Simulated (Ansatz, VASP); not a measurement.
# Two plane-wave programs on SnSe2

```xyz
3
Lattice="3.5061 0.0000 0.0000 -1.7531 3.0364 0.0000 0.0000 0.0000 6.3825" Properties=species:S:1:pos:R:3 pbc="T T T"
Sn    0.0000    0.0000    0.0000
Se    0.0000    2.0243    1.5956
Se    1.7531    1.0121    4.7869
```

Change from the starting cell: strain -0.080 along x and y, +0.040 along z, atoms carried along.

Alike in both runs: task single point; functional PBE; dispersion D3(BJ); k mesh 9 × 9 × 6; occupations gaussian, width 0.05 eV; no spin polarisation.

```csv
,VASP,Ansatz
version,VASP 6.6.1,Ansatz 0.2.0
potentials or method,"VASP PAW PBE potentials, release 64 (Sn_d, Se), cutoff 520 eV","scalar-relativistic, plane waves, PAW"
valence electrons in the cell,26,46
```

```csv
,VASP,Ansatz,Ansatz less VASP
gap on the k mesh at the Fermi level (eV),0.40,0.40,+0.005
least direct gap on the mesh (eV),1.20,1.20,+0.005
pressure (GPa),16.6,16.4,-0.16
"traceless stress, the component that is largest in VASP (GPa)",-6.13,-6.17,-0.041
rms of the force components (eV/Å),0.702,0.689,-0.0138
```

Atom by atom the forces differ by 0.014 eV/Å (rms over components). VASP's potentials hold 26 valence electrons a cell and Ansatz's 46, so a difference there can come from the potentials and not from the codes.
